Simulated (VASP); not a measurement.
ReS, 2 atoms in the cell. The structure is cubic, space group F-43m (No. 216). Conventional cell: a = 5.715 Å, b = 5.715 Å, c = 5.715 Å, α = 90.00°, β = 90.00°, γ = 90.00°. Re (site symmetry -43m) has 4 S at 2.47 Å within 3.3 Å. S (site symmetry -43m) has 4 Re at 2.47 Å within 3.3 Å. 

- Program: VASP 6.6.1
- Task: single point
- Functional: PBE
- Potentials or basis: VASP PAW PBE potentials, release 64 (Re, S)
- Cutoff: 520 eV
- k mesh: 14 × 14 × 14
- Occupations: gaussian, width 0.1 eV
- Spin: no spin polarisation
- Dipole correction: no
- Further INCAR settings: ALGO = Normal; EDIFF = 1e-06; NBANDS = 14

Potentials or basis: VASP PAW PBE potentials, release 64 (Re, S).

Command:

```console
$ cat potpaw_PBE.64/Re/POTCAR potpaw_PBE.64/S/POTCAR > POTCAR
$ mpirun -np 1 vasp_std > vasp.out
```

Hardware: 1 thread of AMD EPYC 7R13 Processor (Zen 3) (shared host).

Task: Estimate the wall time of this run.

Result: It took 51 s on 1 thread of AMD EPYC 7R13 Processor (Zen 3), on a shared host, peak memory 0.19 GiB. Counts: scf iterations 13, k points 104.
